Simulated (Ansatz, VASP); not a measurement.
# Pt in VASP and in Ansatz

```
Pt
1.0
     2.76251    0.00000    0.00000
    -1.38125    2.39240    0.00000
     0.00000    0.00000    4.58044
Pt
2
Cartesian
  1.3813 0.7975 3.4353
  0.0000 1.5949 1.1451
```

Alike in both runs: task single point; functional PBEsol; k mesh 30 × 30 × 14; occupations gaussian, width 0.15 eV; no spin polarisation.

|  | VASP | Ansatz |
| --- | --- | --- |
| version | VASP 6.6.1 | Ansatz 0.2.0 |
| potentials or method | VASP PAW PBE potentials, release 64 (Pt), cutoff 520 eV | scalar-relativistic, plane waves, PAW |
| valence electrons in the cell | 20 | 36 |

|  | VASP | Ansatz | Ansatz less VASP |
| --- | --- | --- | --- |
| gap on the k mesh at the Fermi level (eV) | none | none | - |
| pressure (GPa) | -0.6 | -0.2 | +0.38 |
| traceless stress, the component that is largest in VASP (GPa) | 4.57 | 4.67 | +0.099 |

VASP's potentials were made for PBE, not for PBEsol. A gap of «none» marks a metal or a gap that the smearing closes. VASP's potentials hold 20 valence electrons a cell and Ansatz's 36, so a difference there can come from the potentials and not from the codes.

Neither program's run includes spin-orbit coupling.
